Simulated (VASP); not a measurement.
# ZnPb2N2 (P-3m1) in VASP: single point with PBE+D3(BJ)

Aim: the single point of ZnPb2N2 with PBE+D3(BJ).

All numbers are computed with VASP 6.6.1; they aren't measurements. Logs are shortened: lines on timing, memory, paths and dates and some standing lists are left out, and cuts for length are marked.

### Step 1. The cell of the first run

Symmetry: P-3m1, No. 164, trigonal system. Conventional cell: a = 3.674 Å, b = 3.674 Å, c = 9.267 Å, α = 90.00°, β = 90.00°, γ = 120.00°. Zn (site symmetry -3m) has 2 N at 1.84 Å within 2.4 Å. Pb (site symmetry 3m) has 3 N at 2.37 Å within 3.1 Å. Within 2.4 Å of N (site symmetry 3m) lie 1 Zn at 1.84 Å and 3 Pb at 2.37 Å.

### Step 2. Single point, PBE+D3(BJ)

INCAR

```
SYSTEM = ZnPb2N2
ALGO     = Normal         ! electronic algorithm
EDIFF    = 1E-6           ! SCF threshold, eV
ENCUT    = 520            ! plane-wave cutoff, eV
GGA      = PE             ! functional
ISIF     = 2              ! what is computed and relaxed
ISMEAR   = 0              ! smearing method
IVDW     = 12             ! dispersion correction
LASPH    = .TRUE.         ! aspherical terms in the spheres
LCHARG   = .FALSE.        ! write CHGCAR
LREAL    = .FALSE.        ! projectors in reciprocal space
LWAVE    = .FALSE.        ! write WAVECAR
NBANDS   = 33             ! bands
NELM     = 80             ! most SCF steps
PREC     = Accurate       ! precision mode
SIGMA    = 0.05           ! smearing width, eV
```

KPOINTS

```
k-points
0
G
  9 9 4
  0 0 0
```

POSCAR

```
ZnPb2N2
1.0
    3.6736464919      0.0000000000      0.0000000000
   -1.8368232460      3.1814711865      0.0000000000
    0.0000000000      0.0000000000      9.2671568129
Zn Pb N
1 2 2
Direct
    0.0000000000      0.0000000000      0.5000000000
    0.6666666667      0.3333333333      0.1869330000
    0.3333333333      0.6666666667      0.8130670000
    0.0000000000      0.0000000000      0.6983190000
    0.0000000000      0.0000000000      0.3016810000
```

Potentials or basis: VASP PAW PBE potentials, release 64 (Zn, Pb_d, N).

The run is started by

```console
$ cat potpaw_PBE.64/Zn/POTCAR potpaw_PBE.64/Pb_d/POTCAR potpaw_PBE.64/N/POTCAR > POTCAR
$ mpirun -np 1 vasp_std > vasp.out
```

OUTCAR:

```text
SYSTEM = ZnPb2N2
   EDIFF = 1E-6
   ENCUT = 520
   GGA = PE
   ISIF = 2
   ISMEAR = 0
   IVDW = 12
   LASPH = .TRUE.
   LREAL = .FALSE.
   NELM = 80
   PREC = Accurate
 IVDW          = 12

 ion  position               nearest neighbor table
   1  0.000  0.000  0.500-   4 1.84   5 1.84   2 3.59   3 3.59   2 3.59   3 3.59   2 3.59   3 3.59

   2  0.667  0.333  0.187-   5 2.37   5 2.37   5 2.37   1 3.59   1 3.59   1 3.59   3 4.06   3 4.06
                             3 4.06
   3  0.333  0.667  0.813-   4 2.37   4 2.37   4 2.37   1 3.59   1 3.59   1 3.59   2 4.06   2 4.06
                             2 4.06
   4  0.000  0.000  0.698-   1 1.84   3 2.37   3 2.37   3 2.37
   5  0.000  0.000  0.302-   1 1.84   2 2.37   2 2.37   2 2.37

  LATTYP: Found a hexagonal cell.
 ALAT       =     3.6736464919
 C/A-ratio  =     2.5226044023

  Lattice vectors:

 A1 = (   3.6736464919,   0.0000000000,   0.0000000000)
 A2 = (  -1.8368232460,   3.1814711865,   0.0000000000)
 A3 = (   0.0000000000,   0.0000000000,   9.2671568129)

Analysis of symmetry for initial positions (statically):
=====================================================================
 Subroutine PRICEL returns:
 Original cell was already a primitive cell.

 Routine SETGRP: Setting up the symmetry group for a
 hexagonal supercell.

 Subroutine GETGRP returns: Found 12 space group operations
 (whereof 12 operations were pure point group operations)
 out of a pool of 24 trial point group operations.

The static configuration has the point symmetry D_3d.

Analysis of symmetry for dynamics (positions and initial velocities):
=====================================================================
 Subroutine PRICEL returns:
 Original cell was already a primitive cell.

 Routine SETGRP: Setting up the symmetry group for a
 hexagonal supercell.

 Subroutine GETGRP returns: Found 12 space group operations
 (whereof 12 operations were pure point group operations)
 out of a pool of 24 trial point group operations.

The dynamic configuration has the point symmetry D_3d.

 Subroutine INISYM returns: Found 12 space group operations
 (whereof 12 operations are pure point group operations),
 and found     1 'primitive' translations

----------------------------------------------------------------------------------------

                                     Primitive cell

  volume of cell :     108.3108

  direct lattice vectors                    reciprocal lattice vectors
     3.673646492  0.000000000  0.000000000     0.272209099  0.157159996  0.000000000
    -1.836823246  3.181471187  0.000000000     0.000000000  0.314319993  0.000000000
     0.000000000  0.000000000  9.267156813     0.000000000  0.000000000  0.107907961

  length of vectors
     3.673646492  3.673646492  9.267156813     0.314319993  0.314319993  0.107907961

  position of ions in fractional coordinates (direct lattice)
     0.000000000  0.000000000  0.500000000
     0.666666667  0.333333333  0.186933000
     0.333333333  0.666666667  0.813067000
     0.000000000  0.000000000  0.698319000
     0.000000000  0.000000000  0.301681000

  ion indices of the primitive-cell ions
   primitive index   ion index
                 1           1
                 2           2
                 3           3
                 4           4
                 5           5

----------------------------------------------------------------------------------------

 KPOINTS: k-points

Automatic generation of k-mesh.
 Grid dimensions read from file:
 generate k-points for:    9    9    4

 Generating k-lattice:

  Cartesian coordinates                     Fractional coordinates (reciprocal lattice)
     0.030245455  0.017462222  0.000000000     0.111111111 -0.000000000  0.000000000
     0.000000000  0.034924444  0.000000000     0.000000000  0.111111111  0.000000000
     0.000000000  0.000000000  0.026976990     0.000000000  0.000000000  0.250000000

  Length of vectors
     0.034924444  0.034924444  0.026976990

  Shift w.r.t. Gamma in fractional coordinates (k-lattice)
     0.000000000  0.000000000  0.000000000

 Subroutine IBZKPT returns following result:
 ===========================================

 Found     43 irreducible k-points:

 Following reciprocal coordinates:
            Coordinates               Weight
  0.000000  0.000000  0.000000      1.000000
  0.111111 -0.000000  0.000000      6.000000
  0.222222 -0.000000  0.000000      6.000000
  0.333333 -0.000000  0.000000      6.000000
  0.444444 -0.000000  0.000000      6.000000
  0.111111  0.111111  0.000000      6.000000
[... 16 lines left out ...]
  0.222222  0.111111  0.250000     12.000000
 -0.111111  0.333333  0.250000     12.000000
 [... further k-points ...]
   k-points           NKPTS =     43   k-points in BZ     NKDIM =     43   number of bands    NBANDS=     33
   number of dos      NEDOS =    301   number of ions     NIONS =      5
   total plane-waves  NPLWV =  54880
   dimension x,y,z NGX =    28 NGY =   28 NGZ =   70
   dimension x,y,z NGXF=    56 NGYF=   56 NGZF=  140
   ions per type =               1   2   2
   NGX,Y,Z   is equivalent  to a cutoff of  12.67, 12.67, 12.56 a.u.
   NGXF,Y,Z  is equivalent  to a cutoff of  25.34, 25.34, 25.11 a.u.
 SYSTEM =  ZnPb2N2
   PREC   = accura    normal or accurate (medium, high low for compatibility)
   ISTART =      0    job   : 0-new  1-cont  2-samecut
   ICHARG =      2    charge: 1-file 2-atom 10-const
   ISPIN  =      1    spin polarized calculation?
   LNONCOLLINEAR =      F non collinear calculations
   LSORBIT =      F    spin-orbit coupling
   LASPH  =      T    aspherical Exc in radial PAW
   ENCUT  =  520.0 eV  38.22 Ry    6.18 a.u.   6.83  6.83 17.23*2*pi/ulx,y,z
   NELM   =     80;   NELMIN=  2; NELMDL= -5     # of ELM steps
   EDIFF  = 0.1E-05   stopping-criterion for ELM
   LREAL  =      F    real-space projection
   EDIFFG = 0.1E-04   stopping-criterion for IOM
   NSW    =      0    number of steps for IOM
   IBRION =     -1    ionic relax: 0-MD 1-quasi-New 2-CG
   NFREE  =      0    steps in history (QN), initial steepest desc. (CG)
   ISIF   =      2    stress and relaxation
   ISYM   =      2    0-nonsym 1-usesym 2-fastsym
   POTIM  = 0.5000    time-step for ionic-motion
   TEBEG  =    0.0;   TEEND  =   0.0 temperature during run
   PSTRESS=    0.0 pullay stress
   NELECT =      50.0000    total number of electrons
   NUPDOWN=      -1.0000    fix difference up-down
   EMIN   =  10.00;   EMAX   =-10.00  energy-range for DOS
   EFERMI =   0.00;   METHOD = LEGACY
   ISMEAR =     0;   SIGMA  =   0.05  broadening in eV -4-tet -1-fermi 0-gaus
   EFERMI_NEDOS =   21; number of points for ismear=-14 and -15
   IALGO  =     38    algorithm
   IMIX   =      4    mixing-type and parameters
     AMIX     =   0.40;   BMIX     =  1.00
     AMIX_MAG =   1.60;   BMIX_MAG =  1.00
  volume/ion in A,a.u.               =      21.66       146.18
  Fermi-wavevector in a.u.,A,eV,Ry     =   1.265244  2.390964 21.780775  1.600842
  Thomas-Fermi vector in A             =   2.398507
   LORBIT       =      0    0 simple, 1 ext, 2 COOP (PROOUT), +10 PAW based schemes
   GGA     = PE    functional components
   LHFCALC =     F    Hartree Fock is set to
   AEXX    =    0.0000 exact exchange contribution
   IVDW    =    12    specifies the selected vdW correction
   LEPSILON=     F    determine dielectric tensor
   LRPA    =     F    only Hartree local field effects (RPA)
 non-spin polarized calculation
 Gauss-broadening in eV      SIGMA  =   0.05
  energy-cutoff  :      520.00
  volume of cell :      108.31
 maximum number of plane-waves:      2937
   NGX = 13   NGY = 13   NGZ = 35

 number of electron      49.9999997 magnetization

 Free energy of the ion-electron system (eV)
  ---------------------------------------------------
  ext. energy  EPLUGINS =         0.00000000
  ---------------------------------------------------
  free energy    TOTEN  =       -23.14347550 eV

  energy without entropy =      -23.14347550  energy(sigma->0) =      -23.14347550

 E-fermi :   4.1046     XC(G=0):  -9.5014

 val. band max:        3.8721005237   @ k =   0.1111   0.1111   0.0000
 cond. band min:       4.5777693547   @ k =   0.0000   0.0000   0.0000
 fundamental gap:      0.7056688311
 Fermi energy:         4.1045652790

 k-point     1 :       0.0000    0.0000    0.0000
  band No.  band energies     occupation
      1     -12.3402      2.00000
      2     -12.3341      2.00000
      3     -12.2948      2.00000
      4     -12.2948      2.00000
      5     -12.2912      2.00000
      6     -12.2912      2.00000
[... 25 lines left out ...]
     32      10.8084      0.00000
     33      13.5348      0.00000

 k-point     2 :       0.1111   -0.0000    0.0000
  band No.  band energies     occupation
      1     -12.3808      2.00000
      2     -12.3705      2.00000
      3     -12.2758      2.00000
      4     -12.2752      2.00000
      5     -12.2709      2.00000
      6     -12.2702      2.00000
[... 25 lines left out ...]
     32      10.9319      0.00000
     33      12.6938      0.00000

 k-point     3 :       0.2222   -0.0000    0.0000
  band No.  band energies     occupation
      1     -12.4799      2.00000
      2     -12.4594      2.00000
      3     -12.2457      2.00000
      4     -12.2319      2.00000
      5     -12.2300      2.00000
      6     -12.2194      2.00000
[... 25 lines left out ...]
     32      11.0951      0.00000
     33      11.1759      0.00000

 k-point     4 :       0.3333   -0.0000    0.0000
  band No.  band energies     occupation
      1     -12.5832      2.00000
      2     -12.5539      2.00000
      3     -12.2543      2.00000
      4     -12.2497      2.00000
      5     -12.2056      2.00000
      6     -12.1832      2.00000
[... 673 lines left out ...]
     32      10.8151      0.00000
     33      11.8568      0.00000

 k-point    23 :       0.2222    0.1111    0.2500
  band No.  band energies     occupation
      1     -12.5348      2.00000
      2     -12.5155      2.00000
      3     -12.2476      2.00000
      4     -12.2311      2.00000
      5     -12.2218      2.00000
      6     -12.2111      2.00000
[... 25 lines left out ...]
     32      10.5583      0.00000
     33      10.8051      0.00000

 k-point    24 :      -0.1111    0.3333    0.2500
  band No.  band energies     occupation
      1     -12.5378      2.00000
      2     -12.5126      2.00000
      3     -12.2468      2.00000
      4     -12.2326      2.00000
      5     -12.2220      2.00000
      6     -12.2109      2.00000
[... 25 lines left out ...]
     32      10.1071      0.00000
     33      11.0752      0.00000

 [... further k-points ...]

------------------------ aborting loop because EDIFF is reached ----------------------------------------

 Edisp (eV)   -1.22974

 E8    (eV) :    -0.5467

  FORCE on cell =-STRESS in cart. coord.  units (eV):
  Direction    XX          YY          ZZ          XY          YZ          ZX
  --------------------------------------------------------------------------------------
  -------------------------------------------------------------------------------------
  Total      -1.32214    -1.32214    -1.36969     0.00000     0.00000     0.00000
  in kB     -19.55763   -19.55763   -20.26106     0.00000     0.00000     0.00000
  external pressure =      -19.79 kB  Pullay stress =        0.00 kB

 VOLUME and BASIS-vectors are now :
 -----------------------------------------------------------------------------
  energy-cutoff  :      520.00
  volume of cell :      108.31
      direct lattice vectors                 reciprocal lattice vectors
     3.673646492  0.000000000  0.000000000     0.272209099  0.157159996  0.000000000
    -1.836823246  3.181471187  0.000000000     0.000000000  0.314319993  0.000000000
     0.000000000  0.000000000  9.267156813     0.000000000  0.000000000  0.107907961

 POSITION                                       TOTAL-FORCE (eV/Angst)
 -----------------------------------------------------------------------------------
      0.00000      0.00000      4.63358        -0.000000      0.000000      0.000000
      1.83682      1.06049      1.73234        -0.000000      0.000000      0.028450
     -0.00000      2.12098      7.53482        -0.000000     -0.000000     -0.028450
      0.00000      0.00000      6.47143        -0.000000      0.000000     -0.024826
      0.00000      0.00000      2.79573         0.000000     -0.000000      0.024826
 -----------------------------------------------------------------------------------
    total drift:                                0.000000      0.000000      0.000000

  FREE ENERGIE OF THE ION-ELECTRON SYSTEM (eV)
  ---------------------------------------------------
  free  energy   TOTEN  =       -24.3732145747 eV

  energy  without entropy=      -24.3732145747  energy(sigma->0) =      -24.37321457
```

It took 2.4 min on 1 thread of Intel Xeon Platinum 8488C (Sapphire Rapids), shared host; peak memory 0.31 GiB.

Results:

```yaml
Free_energy: -24.3732 eV
Pressure: -2.0 GPa
Largest_force: 0.028 eV/Å
Band_gap_on_the_k_mesh: 0.71 eV, indirect (least direct gap 1.37 eV)
Dispersion_energy_per_atom: -0.246 eV
```

Forces on the atoms (eV/Å):
```
Zn   0.000  0.000  0.000
Pb   0.000  0.000  0.028
Pb   0.000  0.000 -0.028
N    0.000  0.000 -0.025
N    0.000  0.000  0.025
```

Levels at points of the mesh, in eV from the valence-band top:
| k point | band 23 | band 24 | band 25 | band 26 | band 27 | band 28 |
| --- | --- | --- | --- | --- | --- | --- |
| (0.00, 0.00, 0.00) | -0.81 | -0.67 | -0.67 | 0.71 | 3.51 | 3.98 |
| (0.00, 0.00, 0.50) | -1.14 | -0.66 | -0.66 | 0.84 | 3.27 | 4.45 |

Caveat: spin-orbit coupling is left out, which moves the levels of the heavy elements. A k mesh can miss the band edges.
